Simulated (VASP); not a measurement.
# TiO2 (P4_2/mnm) in VASP: notebook

TiO2 is run at these levels: PBE; tasks: single point, relaxation of cell and atoms.

Program: VASP 6.6.1. These are calculated values, not measurements. Logs are shortened: lines on timing, memory, paths and dates and some standing lists are left out, and cuts for length are marked.

**Experimental background.**

“Shallow Valence Band of Rutile GeO2 and P-type Doping”, 2020, arxiv:2011.08928 quotes, for a bulk crystal of TiO2 at 1.6 K: band gap 3.03 eV (direct).

The results are compared with them further down.

**1. The cell of the first run**

Symmetry: P4_2/mnm, No. 136, tetragonal system. Conventional cell: a = 4.640 Å, b = 4.640 Å, c = 2.965 Å, α = 90.00°, β = 90.00°, γ = 90.00°. Ti (site symmetry mmm) has 6 O at 1.96 to 2.00 Å within 2.6 Å. Within 2.6 Å of O (site symmetry m2m) lie 3 Ti at 1.96 to 2.00 Å and 1 O at 2.56 Å.

**2. Single point, PBE, collinear spin, ferromagnetic start**

INCAR

```
SYSTEM = TiO2
PREC = Accurate
ENCUT = 520
EDIFF = 1E-6
ISMEAR = 0
SIGMA = 0.1
LREAL = .FALSE.
LASPH = .TRUE.
NELM = 150
ALGO = Normal
ISIF = 2
LWAVE = .FALSE.
LCHARG = .TRUE.
ISPIN = 2
MAGMOM = 1 1 0 0 0 0
LORBIT = 11
LMAXMIX = 4
GGA = PE
LELF = .TRUE.
LVHAR = .TRUE.
NBANDS = 37
```

KPOINTS

```
Automatic mesh
0
G
  4 4 6
  0 0 0
```

POSCAR

```
TiO2
1.0
    4.6403198788      0.0000000000      0.0000000000
    0.0000000000      4.6403198788      0.0000000000
    0.0000000000      0.0000000000      2.9650163857
Ti O
2 4
Direct
    0.0000000000      0.0000000000      0.0000000000
    0.5000000000      0.5000000000      0.5000000000
    0.3051380117      0.3051380117      0.0000000000
    0.1948619883      0.8051380117      0.5000000000
    0.6948619883      0.6948619883      0.0000000000
    0.8051380117      0.1948619883      0.5000000000
```

Potentials or basis: VASP PAW PBE potentials, release 64 (Ti_sv, O).

Command:

```console
cat potpaw_PBE.64/Ti_sv/POTCAR potpaw_PBE.64/O/POTCAR > POTCAR
mpirun -np 1 vasp_std > vasp.out
```

OUTCAR:

```text
SYSTEM = TiO2
   PREC = Accurate
   ENCUT = 520
   EDIFF = 1E-6
   ISMEAR = 0
   LREAL = .FALSE.
   LASPH = .TRUE.
   NELM = 150
   ISIF = 2
   ISPIN = 2
   LORBIT = 11
   GGA = PE

 ion  position               nearest neighbor table
   1  0.000  0.000  0.000-   4 1.96   6 1.96   4 1.96   6 1.96   5 2.00   3 2.00
   2  0.500  0.500  0.500-   3 1.96   5 1.96   3 1.96   5 1.96   4 2.00   6 2.00
   3  0.305  0.305  0.000-   2 1.96   2 1.96   1 2.00
   4  0.195  0.805  0.500-   1 1.96   1 1.96   2 2.00
   5  0.695  0.695  0.000-   2 1.96   2 1.96   1 2.00
   6  0.805  0.195  0.500-   1 1.96   1 1.96   2 2.00

  LATTYP: Found a simple tetragonal cell.
 ALAT       =     4.6403198788
 C/A-ratio  =     0.6389681020

  Lattice vectors:

 A1 = (   4.6403198788,   0.0000000000,   0.0000000000)
 A2 = (   0.0000000000,   4.6403198788,   0.0000000000)
 A3 = (   0.0000000000,   0.0000000000,   2.9650163857)

Analysis of symmetry for initial positions (statically):
=====================================================================
 Subroutine PRICEL returns:
 Original cell was already a primitive cell.

 Routine SETGRP: Setting up the symmetry group for a
 simple tetragonal supercell.

 Subroutine GETGRP returns: Found 16 space group operations
 (whereof  8 operations were pure point group operations)
 out of a pool of 16 trial point group operations.

The static configuration has the point symmetry D_2h.
 The point group associated with its full space group is D_4h.

Analysis of symmetry for dynamics (positions and initial velocities):
=====================================================================
 Subroutine PRICEL returns:
 Original cell was already a primitive cell.

 Routine SETGRP: Setting up the symmetry group for a
 simple tetragonal supercell.

 Subroutine GETGRP returns: Found 16 space group operations
 (whereof  8 operations were pure point group operations)
 out of a pool of 16 trial point group operations.

The dynamic configuration has the point symmetry D_2h.
 The point group associated with its full space group is D_4h.

Analysis of structural, dynamic, and magnetic symmetry:
=====================================================================
 Subroutine PRICEL returns:
 Original cell was already a primitive cell.

 Routine SETGRP: Setting up the symmetry group for a
 simple tetragonal supercell.

 Subroutine GETGRP returns: Found 16 space group operations
 (whereof  8 operations were pure point group operations)
 out of a pool of 16 trial point group operations.

The overall configuration has the point symmetry D_2h.
 The point group associated with its full space group is D_4h.

 Subroutine INISYM returns: Found 16 space group operations
 (whereof  8 operations are pure point group operations),
 and found     1 'primitive' translations

----------------------------------------------------------------------------------------

                                     Primitive cell

  volume of cell :      63.8444

  direct lattice vectors                    reciprocal lattice vectors
     4.640319879  0.000000000  0.000000000     0.215502385  0.000000000  0.000000000
     0.000000000  4.640319879  0.000000000     0.000000000  0.215502385  0.000000000
     0.000000000  0.000000000  2.965016386     0.000000000  0.000000000  0.337266264

  length of vectors
     4.640319879  4.640319879  2.965016386     0.215502385  0.215502385  0.337266264

  position of ions in fractional coordinates (direct lattice)
     0.000000000  0.000000000  0.000000000
     0.500000000  0.500000000  0.500000000
     0.305138012  0.305138012  0.000000000
     0.194861988  0.805138012  0.500000000
     0.694861988  0.694861988  0.000000000
     0.805138012  0.194861988  0.500000000

  ion indices of the primitive-cell ions
   primitive index   ion index
                 1           1
                 2           2
                 3           3
                 4           4
                 5           5
                 6           6

----------------------------------------------------------------------------------------

 KPOINTS: Automatic mesh

Automatic generation of k-mesh.
 Grid dimensions read from file:
 generate k-points for:    4    4    6

 Generating k-lattice:
[... 44 lines left out ...]
   number of dos      NEDOS =    301   number of ions     NIONS =      6
   total plane-waves  NPLWV =  31104
   dimension x,y,z NGX =    36 NGY =   36 NGZ =   24
   dimension x,y,z NGXF=    72 NGYF=   72 NGZF=   48
   ions per type =               2   4
   NGX,Y,Z   is equivalent  to a cutoff of  12.90, 12.90, 13.46 a.u.
   NGXF,Y,Z  is equivalent  to a cutoff of  25.80, 25.80, 26.91 a.u.
 SYSTEM =  TiO2
   PREC   = accura    normal or accurate (medium, high low for compatibility)
   ISTART =      0    job   : 0-new  1-cont  2-samecut
   ICHARG =      2    charge: 1-file 2-atom 10-const
   ISPIN  =      2    spin polarized calculation?
   LNONCOLLINEAR =      F non collinear calculations
   LSORBIT =      F    spin-orbit coupling
   LASPH  =      T    aspherical Exc in radial PAW
   ENCUT  =  520.0 eV  38.22 Ry    6.18 a.u.   8.63  8.63  5.51*2*pi/ulx,y,z
   NELM   =    150;   NELMIN=  2; NELMDL= -5     # of ELM steps
   EDIFF  = 0.1E-05   stopping-criterion for ELM
   LREAL  =      F    real-space projection
   EDIFFG = 0.1E-04   stopping-criterion for IOM
   NSW    =      0    number of steps for IOM
   IBRION =     -1    ionic relax: 0-MD 1-quasi-New 2-CG
   NFREE  =      0    steps in history (QN), initial steepest desc. (CG)
   ISIF   =      2    stress and relaxation
   ISYM   =      2    0-nonsym 1-usesym 2-fastsym
   POTIM  = 0.5000    time-step for ionic-motion
   TEBEG  =    0.0;   TEEND  =   0.0 temperature during run
   PSTRESS=    0.0 pullay stress
   NELECT =      48.0000    total number of electrons
   NUPDOWN=      -1.0000    fix difference up-down
   EMIN   =  10.00;   EMAX   =-10.00  energy-range for DOS
   EFERMI =   0.00;   METHOD = LEGACY
   ISMEAR =     0;   SIGMA  =   0.10  broadening in eV -4-tet -1-fermi 0-gaus
   EFERMI_NEDOS =   21; number of points for ismear=-14 and -15
   IALGO  =     38    algorithm
   IMIX   =      4    mixing-type and parameters
     AMIX     =   0.40;   BMIX     =  1.00
     AMIX_MAG =   1.60;   BMIX_MAG =  1.00
  volume/ion in A,a.u.               =      10.64        71.81
  Fermi-wavevector in a.u.,A,eV,Ry     =   1.488610  2.813065 30.149962  2.215960
  Thomas-Fermi vector in A             =   2.601623
   LORBIT       =     11    0 simple, 1 ext, 2 COOP (PROOUT), +10 PAW based schemes
   GGA     = PE    functional components
   LHFCALC =     F    Hartree Fock is set to
   AEXX    =    0.0000 exact exchange contribution
   IVDW    =     0    specifies the selected vdW correction
   LEPSILON=     F    determine dielectric tensor
   LRPA    =     F    only Hartree local field effects (RPA)
 spin polarized calculation
 Gauss-broadening in eV      SIGMA  =   0.10
  energy-cutoff  :      520.00
  volume of cell :       63.84
 maximum number of plane-waves:      1731
 NGX is ok and might be reduce to    36
   NGX = 17   NGY = 17   NGZ = 11

 number of electron      48.0000021 magnetization       0.0000318

 number of electron      48.0000021 magnetization      -0.0000063

 Free energy of the ion-electron system (eV)
  ---------------------------------------------------
  ext. energy  EPLUGINS =         0.00000000
  ---------------------------------------------------
  free energy    TOTEN  =       -53.67479030 eV

  energy without entropy =      -53.67479030  energy(sigma->0) =      -53.67479030

 E-fermi :   5.0227     XC(G=0): -11.2898

 val. band max:        4.5888187557   @ k =   0.0000   0.0000   0.0000
 cond. band min:       6.4246465002   @ k =   0.0000   0.0000   0.0000
 fundamental gap:      1.8358277445
 Fermi energy:         5.0227440464

 spin component 1

 k-point     1 :       0.0000    0.0000    0.0000
  band No.  band energies     occupation
      1     -52.3709      1.00000
      2     -52.3560      1.00000
      3     -28.6587      1.00000
      4     -28.6587      1.00000
      5     -28.5080      1.00000
      6     -28.5080      1.00000
[... 925 lines left out ...]
     35      16.2289      0.00000
     36      16.2289      0.00000
 Fermi energy:         5.0227440464

 spin component 2

 k-point     1 :       0.0000    0.0000    0.0000
  band No.  band energies     occupation
      1     -52.3710      1.00000
      2     -52.3561      1.00000
      3     -28.6588      1.00000
      4     -28.6588      1.00000
      5     -28.5081      1.00000
      6     -28.5081      1.00000
[... 925 lines left out ...]
     35      16.2289      0.00000
     36      16.2289      0.00000
 [bands above 36 left out]

------------------------ aborting loop because EDIFF is reached ----------------------------------------

  FORCE on cell =-STRESS in cart. coord.  units (eV):
  Direction    XX          YY          ZZ          XY          YZ          ZX
  --------------------------------------------------------------------------------------
  -------------------------------------------------------------------------------------
  Total        0.3427842      0.3427842      0.4082928      0.0000000      0.0000000      0.0000000
  in kB        8.6021781      8.6021781     10.2461185      0.0000000      0.0000000      0.0000000
  external PRESSURE =       9.1501582 kB  Pullay stress =       0.0000000 kB

 VOLUME and BASIS-vectors are now :
 -----------------------------------------------------------------------------
  energy-cutoff  :      520.00
  volume of cell :       63.84
      direct lattice vectors                 reciprocal lattice vectors
     4.640319879  0.000000000  0.000000000     0.215502385  0.000000000  0.000000000
     0.000000000  4.640319879  0.000000000     0.000000000  0.215502385  0.000000000
     0.000000000  0.000000000  2.965016386     0.000000000  0.000000000  0.337266264

 POSITION                                       TOTAL-FORCE (eV/Angst)
 -----------------------------------------------------------------------------------
      0.00000      0.00000      0.00000         0.000000      0.000000      0.000000
      2.32016      2.32016      1.48251         0.000000      0.000000      0.000000
      1.41594      1.41594      0.00000        -0.024212     -0.024212     -0.000000
      0.90422      3.73610      1.48251         0.024212     -0.024212     -0.000000
      3.22438      3.22438      0.00000         0.024212      0.024212      0.000000
      3.73610      0.90422      1.48251        -0.024212      0.024212      0.000000
 -----------------------------------------------------------------------------------
    total drift:                                0.000000      0.000000     -0.000000

  FREE ENERGIE OF THE ION-ELECTRON SYSTEM (eV)
  ---------------------------------------------------
  free  energy   TOTEN  =       -53.6747902958 eV

  energy  without entropy=      -53.6747902958  energy(sigma->0) =      -53.67479030

 total charge

# of ion       s       p       d       tot
------------------------------------------
    1        2.216   6.287   1.695  10.198
    2        2.216   6.287   1.695  10.198
    3        1.572   3.491   0.000   5.063
    4        1.572   3.491   0.000   5.063
    5        1.572   3.491   0.000   5.063
    6        1.572   3.491   0.000   5.063
--------------------------------------------------
tot         10.719  26.540   3.390  40.648

 magnetization (x)

# of ion       s       p       d       tot
------------------------------------------
    1       -0.000  -0.000  -0.000  -0.000
    2       -0.000  -0.000  -0.000  -0.000
    3        0.000   0.000   0.000   0.000
    4        0.000   0.000   0.000   0.000
    5        0.000   0.000   0.000   0.000
    6        0.000   0.000   0.000   0.000
--------------------------------------------------
tot         -0.000   0.000  -0.000  -0.000
```

Wall time 1.7 min (1 thread of Intel Xeon 6975P-C, shared host); peak memory 0.24 GiB.

Results:

```yaml
Free_energy: -53.6748 eV
Pressure: 0.9 GPa
Largest_force: 0.034 eV/Å
Band_gap_on_the_k_mesh: 1.84 eV, direct
Net_moment: 0.00 μB per cell
Valence_electrons_inside_the_program's_atomic_spheres: Ti 10.20; O 5.06
```

Forces in eV/Å, atoms in the order of the input:
```
Ti   0.000  0.000  0.000
Ti   0.000  0.000  0.000
O   -0.024 -0.024  0.000
O    0.024 -0.024  0.000
O    0.024  0.024  0.000
O   -0.024  0.024  0.000
```

**3. Relaxation of cell and atoms, PBE**

INCAR

```
PREC = Accurate ; ENCUT = 600
EDIFF = 1E-7 ; ISMEAR = 0
SIGMA = 0.02 ; LREAL = False
LASPH = True ; NELM = 60
ALGO = Normal ; ISIF = 3
LWAVE = False ; LCHARG = False
GGA = PE ; IBRION = 2
NSW = 100 ; EDIFFG = -0.01
```

KPOINTS

```
Automatic mesh
0
Gamma
  6 6 10
```

POSCAR is that of step 2.

Potentials or basis: VASP PAW PBE potentials, release 64 (Ti_sv, O).

Command:

```console
cat potpaw_PBE.64/Ti_sv/POTCAR potpaw_PBE.64/O/POTCAR > POTCAR
mpirun -np 1 vasp_std > vasp.out
```

It took 4.1 min on 1 thread of Intel Xeon 6975P-C, shared host; peak memory 0.27 GiB.

Results (log left out):

```yaml
Free_energy: -53.6846 eV
Relaxed_volume: 10.67 Å³/atom
Relaxed_cell: a = 4.644 Å, b = 4.644 Å, c = 2.968 Å, α = 90.00°, β = 90.00°, γ = 90.00°
Space_group_after_relaxing_to_0.05_Å: P4_2/mnm (No. 136)
Energy_gained_by_relaxing: 0.1 meV/atom
Ionic_steps: 3
Pressure_after_relaxing: 0.0 GPa
Largest_force_after_relaxing: 0.007 eV/Å
Band_gap_on_the_k_mesh: 1.83 eV, direct
```

Forces in eV/Å, atoms in the order of the input:
```
Ti   0.000  0.000  0.000
Ti   0.000  0.000  0.000
O   -0.005 -0.005  0.000
O    0.005 -0.005  0.000
O    0.005  0.005  0.000
O   -0.005  0.005  0.000
```

Stress tensor (GPa, compression positive):
```
 0.02  0.00  0.00
 0.00  0.02  0.00
 0.00  0.00 -0.08
```

The path:
| step | energy change (eV) | largest force (eV/Å) | pressure (GPa) | volume (Å³) |
| --- | --- | --- | --- | --- |
| 1 | 0.0000 | 0.0325 | 0.62 | 63.84 |
| 2 | 0.0003 | 0.0273 | -0.82 | 64.22 |
| 3 | -0.0003 | 0.0067 | -0.01 | 64.01 |

Final structure:
```
CELL_PARAMETERS angstrom
4.64405 0.00000 0.00000
0.00000 4.64405 0.00000
0.00000 0.00000 2.96775
ATOMIC_POSITIONS crystal
Ti 0.00000 0.00000 0.00000
Ti 0.50000 0.50000 0.50000
O 0.30504 0.30504 0.00000
O 0.19496 0.80504 0.50000
O 0.69496 0.69496 0.00000
O 0.80504 0.19496 0.50000
```

Levels at points of the mesh, in eV from the valence-band top:
```
           k point  band 20  band 21  band 22  band 23  band 24  band 25  band 26  band 27  band 28
(0.00, 0.00, 0.00)    -1.90    -0.67    -0.43    -0.43     0.00     1.83     2.11     2.37     2.45
(0.50, 0.00, 0.00)    -2.98    -1.56    -1.56    -0.71    -0.71     2.47     2.47     2.93     2.93
(0.50, 0.50, 0.00)    -2.11    -1.25    -1.25    -1.04    -1.04     1.86     1.86     2.47     2.47
(0.00, 0.00, 0.50)    -2.73    -2.23    -2.23    -1.40    -1.40     2.87     2.87     3.12     3.12
(0.50, 0.00, 0.50)    -2.33    -1.99    -1.99    -0.99    -0.99     1.87     1.87     3.14     3.14
(0.50, 0.50, 0.50)    -2.71    -1.21    -1.21    -0.67    -0.67     2.52     2.52     3.14     3.14
```

**4. How close it comes**

Step 2. Measured gap of TiO2: 3.03 eV (direct; 1.6 K; quoted in “Shallow Valence Band of Rutile GeO2 and P-type Doping”, 2020, arxiv:2011.08928). This calculation gives 1.84 eV (-1.19 eV). 2 values of this kind are on record in papers (3.03 to 3.05 eV); this one was drawn at random among those near their median. The value is that of PBE on a finite k mesh, which can miss the band edges, without temperature or zero-point motion. Semilocal functionals fall short of measured gaps as a rule.
